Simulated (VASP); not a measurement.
# Li16H (a cell with a defect) in VASP: a series of runs

The runs below take Li16H (a cell with a defect) through single point, with PBE.

Everything below comes from runs of VASP 6.6.1. Logs are shortened: lines on timing, memory, paths and dates and some standing lists are left out, and cuts for length are marked.

## Step 1: The cell of the first run

The cell holds a defect, 17 atoms: a = 6.980 Å, b = 6.980 Å, c = 6.980 Å, α = 90.00°, β = 90.00°, γ = 90.00°.

## Step 2: Single point, PBE

Contents of INCAR:

```
ALGO = Normal
EDIFF = 1E-7
ENCUT = 520
GGA = PE
ISIF = 2
ISMEAR = 0
LASPH = True
LCHARG = False
LREAL = Auto
LWAVE = False
NBANDS = 38
NELM = 60
PREC = Accurate
SIGMA = 0.1
```

Contents of KPOINTS:

```
k-points
0
Gamma
  3 3 3
```

Contents of POSCAR:

```
Li16H
1.0
    6.9800000000      0.0000000000      0.0000000000
    0.0000000000      6.9800000000      0.0000000000
    0.0000000000      0.0000000000      6.9800000000
Li H
16 1
Direct
    0.0227209169     -0.0042306590      0.0001055874
    0.4757150430     -0.0038035817      0.0000931232
   -0.0178236390      0.5200755014     -0.0001148997
    0.0079681948      0.0075690544      0.5001103152
    0.2503073066      0.2542485673      0.2276873926
    0.5163240688      0.5203011461     -0.0001077364
    0.4913048711      0.0071775072      0.5000964183
    0.7503018625      0.2420987106      0.2412700573
   -0.0128775072      0.4853872493      0.4999981375
    0.2495955587      0.7294302292      0.2674421203
    0.2503177650      0.2544063037      0.7718507163
    0.5121340974      0.4860565903      0.4999998567
    0.7500032951      0.7645247851      0.2611299427
    0.7503104585      0.2419989971      0.7585159026
    0.2495921203      0.7294952722      0.7321256447
    0.7499964183      0.7647206304      0.7386747851
    0.2490916905      0.1264359599     -0.0003073066
```

Potentials or basis: VASP PAW PBE potentials, release 64 (Li_sv, H).

Command:

```bash
cat potpaw_PBE.64/Li_sv/POTCAR potpaw_PBE.64/H/POTCAR > POTCAR
mpirun -np 1 vasp_std > vasp.out
```

OUTCAR:

```text
EDIFF = 1E-7
   ENCUT = 520
   GGA = PE
   ISIF = 2
   ISMEAR = 0
   LASPH = True
   LREAL = Auto
   NELM = 60
   PREC = Accurate

 ion  position               nearest neighbor table
   1  0.023  0.996  0.000-
   2  0.476  0.996  0.000-
   3  0.982  0.520  1.000-
   4  0.008  0.008  0.500-
   5  0.250  0.254  0.228-
   6  0.516  0.520  1.000-
[... 9 lines left out ...]
  16  0.750  0.765  0.739-
  17  0.249  0.126  1.000-

  LATTYP: Found a simple cubic cell.
 ALAT       =     6.9800000000

  Lattice vectors:

 A1 = (   6.9800000000,   0.0000000000,   0.0000000000)
 A2 = (   0.0000000000,   6.9800000000,   0.0000000000)
 A3 = (   0.0000000000,   0.0000000000,   6.9800000000)

Analysis of symmetry for initial positions (statically):
=====================================================================
 Subroutine PRICEL returns:
 Original cell was already a primitive cell.

 Routine SETGRP: Setting up the symmetry group for a
 simple cubic supercell.

 Subroutine GETGRP returns: Found  1 space group operations
 (whereof  1 operations were pure point group operations)
 out of a pool of 48 trial point group operations.

The static configuration has the point symmetry C_1 .

Analysis of symmetry for dynamics (positions and initial velocities):
=====================================================================
 Subroutine PRICEL returns:
 Original cell was already a primitive cell.

 Routine SETGRP: Setting up the symmetry group for a
 simple cubic supercell.

 Subroutine GETGRP returns: Found  1 space group operations
 (whereof  1 operations were pure point group operations)
 out of a pool of 48 trial point group operations.

The dynamic configuration has the point symmetry C_1 .

 Subroutine INISYM returns: Found  1 space group operations
 (whereof  1 operations are pure point group operations),
 and found     1 'primitive' translations

----------------------------------------------------------------------------------------

                                     Primitive cell

  volume of cell :     340.0684

  direct lattice vectors                    reciprocal lattice vectors
     6.980000000  0.000000000  0.000000000     0.143266476  0.000000000  0.000000000
[... 107 lines left out ...]
   EDIFFG = 0.1E-05   stopping-criterion for IOM
   NSW    =      0    number of steps for IOM
   IBRION =     -1    ionic relax: 0-MD 1-quasi-New 2-CG
   NFREE  =      0    steps in history (QN), initial steepest desc. (CG)
   ISIF   =      2    stress and relaxation
   ISYM   =      2    0-nonsym 1-usesym 2-fastsym
   POTIM  = 0.5000    time-step for ionic-motion
   TEBEG  =    0.0;   TEEND  =   0.0 temperature during run
   PSTRESS=    0.0 pullay stress
   NELECT =      49.0000    total number of electrons
   NUPDOWN=      -1.0000    fix difference up-down
   EMIN   =  10.00;   EMAX   =-10.00  energy-range for DOS
   EFERMI =   0.00;   METHOD = LEGACY
   ISMEAR =     0;   SIGMA  =   0.10  broadening in eV -4-tet -1-fermi 0-gaus
   EFERMI_NEDOS =   21; number of points for ismear=-14 and -15
   IALGO  =     38    algorithm
   IMIX   =      4    mixing-type and parameters
     AMIX     =   0.40;   BMIX     =  1.00
     AMIX_MAG =   1.60;   BMIX_MAG =  1.00
  volume/ion in A,a.u.               =      20.00       134.99
  Fermi-wavevector in a.u.,A,eV,Ry     =   0.858258  1.621873 10.022155  0.736608
  Thomas-Fermi vector in A             =   1.975436
   LORBIT       =      0    0 simple, 1 ext, 2 COOP (PROOUT), +10 PAW based schemes
   GGA     = PE    functional components
   LHFCALC =     F    Hartree Fock is set to
   AEXX    =    0.0000 exact exchange contribution
   IVDW    =     0    specifies the selected vdW correction
   LEPSILON=     F    determine dielectric tensor
   LRPA    =     F    only Hartree local field effects (RPA)
 non-spin polarized calculation
 Gauss-broadening in eV      SIGMA  =   0.10
  energy-cutoff  :      520.00
  volume of cell :      340.07
 maximum number of plane-waves:      9180
 NGX is ok and might be reduce to    54
   NGX = 25   NGY = 25   NGZ = 25

 number of electron      48.9999980 magnetization

 Free energy of the ion-electron system (eV)
  ---------------------------------------------------
  ext. energy  EPLUGINS =         0.00000000
  ---------------------------------------------------
  free energy    TOTEN  =       -34.25558358 eV

  energy without entropy =      -34.19570946  energy(sigma->0) =      -34.22564652

 E-fermi :   0.5070     XC(G=0):  -6.9650

 val. band max:        0.5063658449   @ k =   0.3333   0.3333   0.0000
 cond. band min:       0.5412703686   @ k =   0.3333   0.0000   0.3333
 fundamental gap:      0.0349045237
 Fermi energy:         0.5070167499

 k-point     1 :       0.0000    0.0000    0.0000
  band No.  band energies     occupation
      1     -46.1422      2.00000
      2     -46.1383      2.00000
      3     -46.1336      2.00000
      4     -46.1333      2.00000
      5     -46.0707      2.00000
      6     -46.0666      2.00000
[... 535 lines left out ...]
     35       3.6652      0.00000
     36       3.8432      0.00000
 [bands above 36 left out]

------------------------ aborting loop because EDIFF is reached ----------------------------------------

  FORCE on cell =-STRESS in cart. coord.  units (eV):
  Direction    XX          YY          ZZ          XY          YZ          ZX
  --------------------------------------------------------------------------------------
  -------------------------------------------------------------------------------------
  Total       -1.3179453     -1.6377727     -1.3245340     -0.0038192      0.0024155      0.0000531
  in kB       -6.2092865     -7.7161017     -6.2403283     -0.0179933      0.0113805      0.0002501
  external PRESSURE =      -6.7219055 kB  Pullay stress =       0.0000000 kB

 VOLUME and BASIS-vectors are now :
 -----------------------------------------------------------------------------
  energy-cutoff  :      520.00
  volume of cell :      340.07
      direct lattice vectors                 reciprocal lattice vectors
     6.980000000  0.000000000  0.000000000     0.143266476  0.000000000  0.000000000
     0.000000000  6.980000000  0.000000000     0.000000000  0.143266476  0.000000000
     0.000000000  0.000000000  6.980000000     0.000000000  0.000000000  0.143266476

 POSITION                                       TOTAL-FORCE (eV/Angst)
 -----------------------------------------------------------------------------------
      0.15859      6.95047      0.00074         0.009318      0.001880     -0.001916
      3.32049      6.95345      0.00065        -0.000611     -0.004033     -0.001913
      6.85559      3.63013      6.97920         0.008978     -0.004710     -0.001181
      0.05562      0.05283      3.49077         0.005671      0.000697     -0.002201
      1.74715      1.77465      1.58926        -0.007476      0.005906     -0.006956
      3.60394      3.63170      6.97925         0.007451     -0.003631     -0.000881
[... 9 lines left out ...]
      5.23497      5.33775      5.15595        -0.004390     -0.005747      0.002786
      1.73866      0.88252      6.97785         0.004712     -0.000569      0.002189
 -----------------------------------------------------------------------------------
    total drift:                                0.006624      0.006139      0.000868

  FREE ENERGIE OF THE ION-ELECTRON SYSTEM (eV)
  ---------------------------------------------------
  free  energy   TOTEN  =       -34.2555835836 eV

  energy  without entropy=      -34.1957094559  energy(sigma->0) =      -34.22564652
```

It took 4.4 min on 1 thread of Intel Xeon Platinum 8259CL at 2.50GHz (Skylake/Cascade Lake), shared host; peak memory 0.41 GiB.

Results:

```
Free energy            : -34.2556 eV
Largest force          : 0.012 eV/Å
Band gap on the k mesh : zero (an odd number of electrons rules out a gap without spin polarisation)
```

Forces in eV/Å, atoms in the order of the input:
```
Li   0.009  0.002 -0.002
Li  -0.001 -0.004 -0.002
Li   0.009 -0.005 -0.001
Li   0.006  0.001 -0.002
Li  -0.007  0.006 -0.007
Li   0.007 -0.004 -0.001
Li   0.002  0.002 -0.003
Li  -0.010 -0.001  0.000
Li   0.005  0.005 -0.001
Li  -0.002  0.002 -0.001
Li  -0.007  0.004  0.009
Li   0.004 -0.001 -0.001
Li  -0.004 -0.003  0.001
Li  -0.010  0.000  0.002
Li  -0.002  0.002  0.004
Li  -0.004 -0.006  0.003
H    0.005 -0.001  0.002
```

Levels at points of the mesh, in eV from the Fermi level:
| k point | band 22 | band 23 | band 24 | band 25 | band 26 | band 27 |
| --- | --- | --- | --- | --- | --- | --- |
| (0.00, 0.00, 0.00) | -1.11 | -1.06 | -0.34 | 0.25 | 0.28 | 0.28 |

Caveat: the cutoff is under 1.25 times the usual one of these potentials, so pressure, stress and relaxed cells hold a basis-set (Pulay) error.

## Step 3: Single point, PBE

Contents of INCAR:

```
SYSTEM = Li16H
  ALGO = Normal
  EDIFF = 1E-6
  ENCUT = 520
  GGA = PE
  ISIF = 2
  ISMEAR = 0
  LASPH = .TRUE.
  LCHARG = .FALSE.
  LREAL = Auto
  LWAVE = .FALSE.
  NBANDS = 38
  NELM = 80
  PREC = Accurate
  SIGMA = 0.1
```

Contents of KPOINTS:

```
k-points
0
G
  3 3 3
  0 0 0
```

Contents of POSCAR:

```
Li16H
1.0
    6.9800000000      0.0000000000      0.0000000000
    0.0000000000      6.9800000000      0.0000000000
    0.0000000000      0.0000000000      6.9800000000
Li H
16 1
Direct
   -0.0033495702      0.0220527221      0.0001032951
    0.5197793696     -0.0173904011      0.0006051576
   -0.0037240688      0.4758111748      0.0002799427
    0.0069777937      0.0071578797      0.4997644699
    0.2538628940      0.2496580229      0.2291684814
    0.5194667622      0.5141297994      0.0006044413
    0.4856537249     -0.0124818052      0.5001899713
    0.7297797994      0.2487770774      0.2671439828
    0.0067669054      0.4910200573      0.4998293696
    0.2423687679      0.7503498567      0.2421663324
    0.2540140401      0.2494810888      0.7719631805
    0.4869500000      0.5110561605      0.5002170487
    0.7644260745      0.7495944126      0.2607464183
    0.7299342407      0.2487648997      0.7345184814
    0.2424628940      0.7502876791      0.7587603152
    0.7637686246      0.7495709169      0.7399414040
    0.1264843840      0.2505419771     -0.0001856734
```

Potentials or basis: VASP PAW PBE potentials, release 64 (Li_sv, H).

Command:

```bash
cat potpaw_PBE.64/Li_sv/POTCAR potpaw_PBE.64/H/POTCAR > POTCAR
mpirun -np 1 vasp_std > vasp.out
```

OUTCAR:

```text
SYSTEM = Li16H
   EDIFF = 1E-6
   ENCUT = 520
   GGA = PE
   ISIF = 2
   ISMEAR = 0
   LASPH = .TRUE.
   LREAL = Auto
   NELM = 80
   PREC = Accurate

 ion  position               nearest neighbor table
   1  0.997  0.022  0.000-
   2  0.520  0.983  0.001-
   3  0.996  0.476  0.000-
   4  0.007  0.007  0.500-
   5  0.254  0.250  0.229-
   6  0.519  0.514  0.001-
[... 9 lines left out ...]
  16  0.764  0.750  0.740-
  17  0.126  0.251  1.000-

  LATTYP: Found a simple cubic cell.
 ALAT       =     6.9800000000

  Lattice vectors:

 A1 = (   6.9800000000,   0.0000000000,   0.0000000000)
 A2 = (   0.0000000000,   6.9800000000,   0.0000000000)
 A3 = (   0.0000000000,   0.0000000000,   6.9800000000)

Analysis of symmetry for initial positions (statically):
=====================================================================
 Subroutine PRICEL returns:
 Original cell was already a primitive cell.

 Routine SETGRP: Setting up the symmetry group for a
 simple cubic supercell.

 Subroutine GETGRP returns: Found  1 space group operations
 (whereof  1 operations were pure point group operations)
 out of a pool of 48 trial point group operations.

The static configuration has the point symmetry C_1 .

Analysis of symmetry for dynamics (positions and initial velocities):
=====================================================================
 Subroutine PRICEL returns:
 Original cell was already a primitive cell.

 Routine SETGRP: Setting up the symmetry group for a
 simple cubic supercell.

 Subroutine GETGRP returns: Found  1 space group operations
 (whereof  1 operations were pure point group operations)
 out of a pool of 48 trial point group operations.
[... 139 lines left out ...]
     AMIX     =   0.40;   BMIX     =  1.00
     AMIX_MAG =   1.60;   BMIX_MAG =  1.00
  volume/ion in A,a.u.               =      20.00       134.99
  Fermi-wavevector in a.u.,A,eV,Ry     =   0.858258  1.621873 10.022155  0.736608
  Thomas-Fermi vector in A             =   1.975436
   LORBIT       =      0    0 simple, 1 ext, 2 COOP (PROOUT), +10 PAW based schemes
   GGA     = PE    functional components
   LHFCALC =     F    Hartree Fock is set to
   AEXX    =    0.0000 exact exchange contribution
   IVDW    =     0    specifies the selected vdW correction
   LEPSILON=     F    determine dielectric tensor
   LRPA    =     F    only Hartree local field effects (RPA)
 non-spin polarized calculation
 Gauss-broadening in eV      SIGMA  =   0.10
  energy-cutoff  :      520.00
  volume of cell :      340.07
 maximum number of plane-waves:      9180
 NGX is ok and might be reduce to    54
   NGX = 25   NGY = 25   NGZ = 25

 number of electron      48.9999983 magnetization

 Free energy of the ion-electron system (eV)
  ---------------------------------------------------
  ext. energy  EPLUGINS =         0.00000000
  ---------------------------------------------------
  free energy    TOTEN  =       -34.25515595 eV

  energy without entropy =      -34.19443925  energy(sigma->0) =      -34.22479760

 E-fermi :   0.5078     XC(G=0):  -6.9652

 val. band max:        0.5073926269   @ k =  -0.3333   0.3333   0.0000
 cond. band min:       0.5391149304   @ k =   0.0000   0.3333   0.3333
 fundamental gap:      0.0317223035
 Fermi energy:         0.5077696437

 k-point     1 :       0.0000    0.0000    0.0000
  band No.  band energies     occupation
      1     -46.1431      2.00000
      2     -46.1369      2.00000
      3     -46.1332      2.00000
      4     -46.1307      2.00000
      5     -46.0728      2.00000
      6     -46.0686      2.00000
[... 535 lines left out ...]
     35       3.6674      0.00000
     36       3.8370      0.00000
 [bands above 36 left out]

------------------------ aborting loop because EDIFF is reached ----------------------------------------

  FORCE on cell =-STRESS in cart. coord.  units (eV):
  Direction    XX          YY          ZZ          XY          YZ          ZX
  --------------------------------------------------------------------------------------
  -------------------------------------------------------------------------------------
  Total       -1.6486316     -1.3219832     -1.3367269     -0.0214132      0.0013500     -0.0134237
  in kB       -7.7672618     -6.2283102     -6.2977730     -0.1008851      0.0063602     -0.0632435
  external PRESSURE =      -6.7644483 kB  Pullay stress =       0.0000000 kB

 VOLUME and BASIS-vectors are now :
 -----------------------------------------------------------------------------
  energy-cutoff  :      520.00
  volume of cell :      340.07
      direct lattice vectors                 reciprocal lattice vectors
     6.980000000  0.000000000  0.000000000     0.143266476  0.000000000  0.000000000
     0.000000000  6.980000000  0.000000000     0.000000000  0.143266476  0.000000000
     0.000000000  0.000000000  6.980000000     0.000000000  0.000000000  0.143266476

 POSITION                                       TOTAL-FORCE (eV/Angst)
 -----------------------------------------------------------------------------------
      6.95662      0.15393      0.00072         0.007790      0.021143      0.002468
      3.62806      6.85862      0.00422        -0.005133      0.000653      0.000532
      6.95401      3.32116      0.00195        -0.007977      0.012408      0.001984
      0.04871      0.04996      3.48836        -0.004538      0.001966      0.006896
      1.77196      1.74261      1.59960        -0.002619     -0.005129     -0.020574
      3.62588      3.58863      0.00422        -0.006592      0.019351     -0.001446
[... 9 lines left out ...]
      5.33110      5.23200      5.16479        -0.001853     -0.003326     -0.005763
      0.88286      1.74878      6.97870         0.003260     -0.025870      0.011816
 -----------------------------------------------------------------------------------
    total drift:                                0.004464     -0.006178      0.003639

  FREE ENERGIE OF THE ION-ELECTRON SYSTEM (eV)
  ---------------------------------------------------
  free  energy   TOTEN  =       -34.2551559536 eV

  energy  without entropy=      -34.1944392496  energy(sigma->0) =      -34.22479760
```

stdout:

```text
POSCAR found type information on POSCAR LiH
 POSCAR found :  2 types and      17 ions
 scaLAPACK will be used
 LDA part: xc-table for (Slater+PW92), standard interpolation
 POSCAR, INCAR and KPOINTS ok, starting setup
 FFT: planning ... GRIDC
 FFT: planning ... GRID_SOFT
 FFT: planning ... GRID
 WAVECAR not read
 entering main loop
```

Run time: 4 min. Hardware: 1 thread of Intel Xeon Platinum 8259CL at 2.50GHz (Skylake/Cascade Lake), shared host; peak memory 0.41 GiB.

Results:

```yaml
Free_energy: -34.2552 eV
Largest_force: 0.029 eV/Å
Band_gap_on_the_k_mesh: zero (an odd number of electrons rules out a gap without spin polarisation)
```

Forces in eV/Å, atoms in the order of the input:
```
Li   0.008  0.021  0.002
Li  -0.005  0.001  0.001
Li  -0.008  0.012  0.002
Li  -0.005  0.002  0.007
Li  -0.003 -0.005 -0.021
Li  -0.007  0.019 -0.001
Li   0.006  0.001  0.002
Li   0.004 -0.002  0.002
Li   0.002  0.005  0.007
Li   0.004 -0.011  0.000
Li   0.006 -0.004  0.002
Li  -0.003  0.007  0.001
Li  -0.005 -0.003  0.001
Li   0.002 -0.003 -0.008
Li   0.001 -0.012 -0.003
Li  -0.002 -0.003 -0.006
H    0.003 -0.026  0.012
```

Levels at points of the mesh, in eV from the Fermi level:
```tsv
k point	band 21	band 22	band 23	band 24	band 25	band 26	band 27	band 28
(0.00, 0.00, 0.00)	-1.13	-1.11	-1.06	-0.34	0.25	0.27	0.28	0.28
```

Caveat: the cutoff is under 1.25 times the usual one of these potentials, so pressure, stress and relaxed cells hold a basis-set (Pulay) error.

[end of part 1 of 2]
